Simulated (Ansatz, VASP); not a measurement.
## Two plane-wave programs on Al2Ga2S5

Contents of INCAR:

```
PREC = Accurate ; ENCUT = 520
EDIFF = 1E-7 ; ISMEAR = -1
SIGMA = 0.1 ; LREAL = False
LASPH = True ; NELM = 80
ALGO = Normal ; ISIF = 2
LWAVE = False ; LCHARG = False
GGA = PE ; NBANDS = 41
```

KPOINTS

```
Automatic mesh
0
Gamma
  6 6 6
```

The input POSCAR:

```
Al2Ga2S5
1.0
    3.7782110000      0.0000000000      0.0000000000
   -1.8891060000      3.2720290000      0.0000000000
   -1.8891060000      1.0906760000     15.1357400000
S Al Ga
5 2 2
Direct
    0.6070000000      0.3930000000      0.8210000000
    0.4690000000      0.5310000000      0.4070000000
    0.7440000000      0.2560000000      0.2320000000
    0.0050000000      0.9950000000      0.0150000000
    0.8680000000      0.1320000000      0.6040000000
    0.1060000000      0.8940000000      0.3180000000
    0.9210000000      0.0790000000      0.7630000000
    0.6910000000      0.3090000000      0.0730000000
    0.5210000000      0.4790000000      0.5630000000
```

Input for Ansatz:

```yaml
crystal:
  lattice:
    - [3.778211, 0.0, 0.0]
    - [-1.889106, 3.272029, 0.0]
    - [-1.889106, 1.090676, 15.13574]
  atoms:
    - { symbol: S, position: [0.607, 0.393, 0.821] }
    - { symbol: S, position: [0.469, 0.531, 0.407] }
    - { symbol: S, position: [0.744, 0.256, 0.232] }
    - { symbol: S, position: [0.005, 0.995, 0.015] }
    - { symbol: S, position: [0.868, 0.132, 0.604] }
    - { symbol: Al, position: [0.106, 0.894, 0.318] }
    - { symbol: Al, position: [0.921, 0.079, 0.763] }
    - { symbol: Ga, position: [0.691, 0.309, 0.073] }
    - { symbol: Ga, position: [0.521, 0.479, 0.563] }
  symmetry: { tolerance: 0.0003 }
kpoints:
  mp_grid: { grid: [6, 6, 6], shift: [0, 0, 0] }
magnetization:
  spin_polarized: false
scf:
  occupations: { method: fermi_dirac }
hamiltonian:
  pseudopotentials: { kind: paw }
  xc: pbe
basis:
  ecutwfc: 420
output:
  forces: true
  stress: true
  eigenvalues: true
```

Alike in both runs: task single point; functional PBE; k mesh 6 × 6 × 6; no spin polarisation.

```csv
,VASP,Ansatz
version,VASP 6.6.1,Ansatz 0.2.0
potentials or method,"VASP PAW PBE potentials, release 64 (S, Al, Ga_d), cutoff 520 eV",PAW plane waves
occupations,"fermi-dirac, width 0.1 eV",fermi-dirac
valence electrons in the cell,62,62
```

Ansatz gave:

```
gap on the k mesh at the Fermi level (eV)                     : none
pressure (GPa)                                                : 1.5
traceless stress, the component that is largest in VASP (GPa) : -2.93
rms of the force components (eV/Å)                            : 0.438
```

**Question.** Which values does VASP return?

**Answer.** gap on the k mesh at the Fermi level (eV): none; pressure (GPa): 1.5; traceless stress, the component that is largest in VASP (GPa): -2.93; rms of the force components (eV/Å): 0.440.

Atom by atom the forces differ by 0.004 eV/Å (rms over components). A gap of «none» marks a metal or a gap that the smearing closes. Ansatz's warnings: structure snapped to symmetry.
